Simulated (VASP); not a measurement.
Write the native input for VASP 6.6.1 that does the following.

- Task: single point
- Functional: PBE
- Potentials or basis: VASP PAW PBE potentials, release 64 (C, O)
- Cutoff: 520 eV
- k mesh: 10 × 10 × 10
- Occupations: gaussian, width 0.05 eV
- Spin: no spin polarisation
- Dipole correction: no
- Further INCAR settings: ALGO = Normal; EDIFF = 1e-06; NBANDS = 25

The structure of CO2 lies in POSCAR:

```
CO2
1.0
   -2.0001255240      2.0001255240      2.9973936589
    2.0001255240     -2.0001255240      2.9973936589
    2.0001255240      2.0001255240     -2.9973936589
C O
2 4
Direct
    0.0000000000      0.0000000000      0.0000000000
    0.7500000000      0.2500000000      0.5000000000
    0.3750000000      0.2859692735      0.4109692735
    0.7140307265      0.1250000000      0.0890307265
    0.8750000000      0.9640307265      0.5890307265
    0.0359692735      0.6250000000      0.9109692735
```

This cell differs from its parent crystal: volume scaled by 1.020.

These files were run (other wordings do the same):

INCAR

```
SYSTEM = CO2
  ALGO = Normal
  EDIFF = 1E-6
  ENCUT = 520
  GGA = PE
  ISIF = 2
  ISMEAR = 0
  LASPH = .TRUE.
  LCHARG = .FALSE.
  LREAL = .FALSE.
  LWAVE = .FALSE.
  NBANDS = 25
  NELM = 100
  PREC = Accurate
  SIGMA = 0.05
```

KPOINTS

```
k-points
0
G
  10 10 10
  0 0 0
```

Potentials or basis: VASP PAW PBE potentials, release 64 (C, O).

The run is started by

```bash
$ cat potpaw_PBE.64/C/POTCAR potpaw_PBE.64/O/POTCAR > POTCAR
$ mpirun -np 1 vasp_std > vasp.out
```

It gave:

```
Pressure               : -1.3 GPa
Largest force          : 0.070 eV/Å
Band gap on the k mesh : 7.60 eV, indirect (least direct gap 8.04 eV)
```

Wall time 56 s on 1 thread of Intel(R) Xeon(R) 6975P-C (Granite Rapids), with other jobs on the host, peak memory 0.21 GiB.
